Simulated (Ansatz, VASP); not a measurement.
# Si4F in VASP and in Ansatz

INCAR

```
PREC = Accurate
ENCUT = 600
EDIFF = 1E-6
ISMEAR = 0
SIGMA = 0.1
LREAL = F
LASPH = T
NELM = 100
ALGO = Normal
ISIF = 3
LWAVE = F
LCHARG = F
GGA = PE
IBRION = 2
NSW = 100
EDIFFG = -0.01
```

Contents of KPOINTS:

```
regular mesh
0
Gamma
  12 12 10
```

File POSCAR:

```
Si4F
1.0
    5.1910653086      0.0000000000      0.0000000000
   -2.5955326543      4.4955944300      0.0000000000
    0.0000000000      0.0000000000      4.0025036778
Si F
4 1
Direct
    0.0000000000      0.0000000000      0.5000000000
    0.5000000000      0.0000000000      0.0000000000
    0.0000000000      0.5000000000      0.0000000000
    0.5000000000      0.5000000000      0.0000000000
    0.0000000000      0.0000000000      0.0000000000
```

Input for Ansatz:

```yaml
crystal:
  lattice:
    - [5.1910653086, 0.0, 0.0]
    - [-2.5955326543, 4.49559443, 0.0]
    - [0.0, 0.0, 4.0025036778]
  atoms:
    - { symbol: Si, position: [0.0, 0.0, 0.5] }
    - { symbol: Si, position: [0.5, 0.0, 0.0] }
    - { symbol: Si, position: [0.0, 0.5, 0.0] }
    - { symbol: Si, position: [0.5, 0.5, 0.0] }
    - { symbol: F, position: [0.0, 0.0, 0.0] }
basis:
  ecutwfc: 420
kpoints:
  mp_grid: { grid: [12, 12, 10] }
hamiltonian:
  xc: pbe
scf:
  occupations: { method: gaussian, width: 0.1 }
output:
  forces: true
  stress: true
  eigenvalues: true
  write_density: true
  write_potential: true
  elf: true
  volumetric_format: npy
relax:
  adjacent_minimum: "off"
  f_tol: 0.01
  max_steps: 80
  cell: { stress_tol: 0.05 }
```

Alike in both runs: task relaxation of cell and atoms; functional PBE; k mesh 12 × 12 × 10; occupations gaussian, width 0.1 eV; no spin polarisation.

|  | VASP | Ansatz |
| --- | --- | --- |
| version | VASP 6.6.1 | Ansatz 0.2.0 |
| potentials or method | VASP PAW PBE potentials, release 64 (Si, F), cutoff 600 eV | scalar-relativistic, plane waves, PAW |
| valence electrons in the cell | 23 | 23 |

```tsv
	VASP	Ansatz	Ansatz less VASP
gap on the k mesh at the Fermi level, each at its own relaxed structure (eV)	none	none	-
relaxed volume (Å³/atom)	18.63	18.65	+0.021
relaxed length of the cell vector where the two differ most in proportion (Å)	3.940	3.934	-0.0057
```

A gap of «none» marks a metal or a gap that the smearing closes.
